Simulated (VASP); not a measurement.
Write the native input for VASP 6.6.1 that does the following.

| Item | Value |
| --- | --- |
| Task | single point |
| Functional | r2SCAN |
| Potentials or basis | VASP PAW PBE potentials, release 64 (Al, Ga_d, N) |
| Cutoff | 520 eV |
| k mesh | 8 × 8 × 6 |
| Occupations | gaussian, width 0.05 eV |
| Spin | no spin polarisation |
| Dipole correction | no |
| Further INCAR settings | ALGO = Normal; EDIFF = 1e-06; NBANDS = 21 |

AlGaN2:

```xyz
4
Lattice="3.2037 0.0000 0.0000 0.0000 3.2037 0.0000 0.0000 0.0000 4.4238" Properties=species:S:1:pos:R:3 pbc="T T T"
Al    1.6018    1.6018    2.2119
Ga    0.0000    0.0000    0.0000
N     1.6018    0.0000    3.2660
N     0.0000    1.6018    1.1579
```

This cell differs from its parent crystal: strain +0.0200 x Voigt [1, 1, 0, 0, 0, 0].

The input as run:

POSCAR

```
AlGaN2
1.0
    3.2036945897      0.0000000000      0.0000000000
    0.0000000000      3.2036945897      0.0000000000
    0.0000000000      0.0000000000      4.4238379400
Al Ga N
1 1 2
Direct
    0.5000000000      0.5000000000      0.5000000000
    0.0000000000      0.0000000000      0.0000000000
    0.5000000000      0.0000000000      0.7382648100
    0.0000000000      0.5000000000      0.2617351900
```

INCAR.step1

```
SYSTEM = AlGaN2
PREC     = Accurate       ! precision mode
ENCUT    = 520            ! plane-wave cutoff, eV
ISMEAR   = 0              ! smearing method
SIGMA    = 0.05           ! smearing width, eV
LREAL    = .False.        ! projectors in reciprocal space
LASPH    = .True.         ! aspherical terms in the spheres
NELM     = 100            ! most SCF steps
NBANDS   = 21             ! bands
GGA      = PE             ! functional
ALGO     = Normal         ! electronic algorithm
EDIFF    = 1E-4           ! SCF threshold, eV
LWAVE    = .True.         ! write WAVECAR
LCHARG   = .False.        ! write CHGCAR
```

INCAR.step2

```
SYSTEM = AlGaN2
PREC     = Accurate       ! precision mode
ENCUT    = 520            ! plane-wave cutoff, eV
EDIFF    = 1E-6           ! SCF threshold, eV
ISMEAR   = 0              ! smearing method
SIGMA    = 0.05           ! smearing width, eV
LREAL    = .False.        ! projectors in reciprocal space
LASPH    = .True.         ! aspherical terms in the spheres
NELM     = 100            ! most SCF steps
ALGO     = Normal         ! electronic algorithm
ISIF     = 2              ! what is computed and relaxed
LWAVE    = .False.        ! write WAVECAR
LCHARG   = .True.         ! write CHGCAR
METAGGA  = R2SCAN         ! meta-GGA
LMIXTAU  = .True.       
LELF     = .True.         ! ELF
LVHAR    = .True.       
NBANDS   = 21             ! bands
ISTART   = 1
```

KPOINTS

```
Automatic mesh
0
Gamma
  8 8 6
  0 0 0
```

Potentials or basis: VASP PAW PBE potentials, release 64 (Al, Ga_d, N).

Command:

```bash
$ cat potpaw_PBE.64/Al/POTCAR potpaw_PBE.64/Ga_d/POTCAR potpaw_PBE.64/N/POTCAR > POTCAR
$ cp INCAR.step1 INCAR
$ mpirun -np 1 vasp_std > vasp.out
$ cp INCAR.step2 INCAR
$ mpirun -np 1 vasp_std > vasp.out
```

Results of the run:

* Pressure: -7.5 GPa
* Largest force: 0.025 eV/Å
* Band gap on the k mesh: 3.08 eV

Caveat: the cell differs from its parent crystal (strain +0.0200 x Voigt [1, 1, 0, 0, 0, 0]); the cell stands under tension; the PAW data sets were made with another functional, which shifts forces and pressure a little.

It took 2.4 min on 1 thread of Intel Xeon 8259CL (shared host), peak memory 0.2 GiB.
